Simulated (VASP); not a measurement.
Write the native input for VASP 6.6.1 that does the following.

```yaml
Task: single point
Functional: r2SCAN
Potentials_or_basis: VASP PAW PBE potentials, release 64 (W_sv)
Cutoff: 520 eV
k_mesh: 14 × 14 × 14
Occupations: gaussian, width 0.15 eV
Spin: no spin polarisation
Dipole_correction: no
Further_INCAR_settings: ALGO = Normal; EDIFF = 1e-06; NBANDS = 13
```

The system is W.

```
W
1.0
    -1.66119    1.66119    1.59730
     1.66119   -1.66119    1.59730
     1.66119    1.66119   -1.59730
W
1
Direct
  0.00000 0.00000 0.00000
```

This cell differs from its parent crystal: strain +0.040 along x and y, +0.000 along z.

These files were run (other wordings do the same):

POSCAR

```
W
1.0
   -1.6611920000      1.6611920000      1.5973000000
    1.6611920000     -1.6611920000      1.5973000000
    1.6611920000      1.6611920000     -1.5973000000
W
1
Direct
    0.0000000000      0.0000000000      0.0000000000
```

INCAR.step1

```
ALGO     = Normal         # electronic algorithm
EDIFF    = 1E-4           # SCF threshold, eV
ENCUT    = 520            # plane-wave cutoff, eV
GGA      = PE             # functional
ISMEAR   = 0              # smearing method
LASPH    = T              # aspherical terms in the spheres
LCHARG   = F              # write CHGCAR
LREAL    = F              # projectors in reciprocal space
LWAVE    = T              # write WAVECAR
NBANDS   = 13             # bands
NELM     = 60             # most SCF steps
PREC     = Accurate       # precision mode
SIGMA    = 0.15           # smearing width, eV
```

INCAR.step2

```
ALGO     = Normal         # electronic algorithm
EDIFF    = 1E-6           # SCF threshold, eV
ENCUT    = 520            # plane-wave cutoff, eV
ISIF     = 2              # what is computed and relaxed
ISMEAR   = 0              # smearing method
ISTART   = 1            
LASPH    = T              # aspherical terms in the spheres
LCHARG   = F              # write CHGCAR
LMIXTAU  = T            
LREAL    = F              # projectors in reciprocal space
LWAVE    = F              # write WAVECAR
METAGGA  = R2SCAN         # meta-GGA
NBANDS   = 13             # bands
NELM     = 60             # most SCF steps
PREC     = Accurate       # precision mode
SIGMA    = 0.15           # smearing width, eV
```

KPOINTS

```
k-points
0
Gamma
  14 14 14
```

Potentials or basis: VASP PAW PBE potentials, release 64 (W_sv).

The run is started by

```bash
$ cat potpaw_PBE.64/W_sv/POTCAR > POTCAR
$ cp INCAR.step1 INCAR
$ mpirun -np 1 vasp_std > vasp.out
$ cp INCAR.step2 INCAR
$ mpirun -np 1 vasp_std > vasp.out
```

It gave:

```
Pressure               : -25.5 GPa
Band gap on the k mesh : zero (band 7 reaches 14.36 eV, above the bottom of band 8 at 8.77 eV)
```

Caveat: the cell differs from its parent crystal (strain +0.040 along x and y, +0.000 along z); the PAW data sets were made with another functional, which shifts forces and pressure a little; spin-orbit coupling is left out, which moves the levels of the heavy elements.

Wall time 98 s on 1 thread of Intel(R) Xeon(R) Platinum 8375C CPU @ 2.90GHz (Ice Lake) (shared host), peak memory 0.18 GiB.
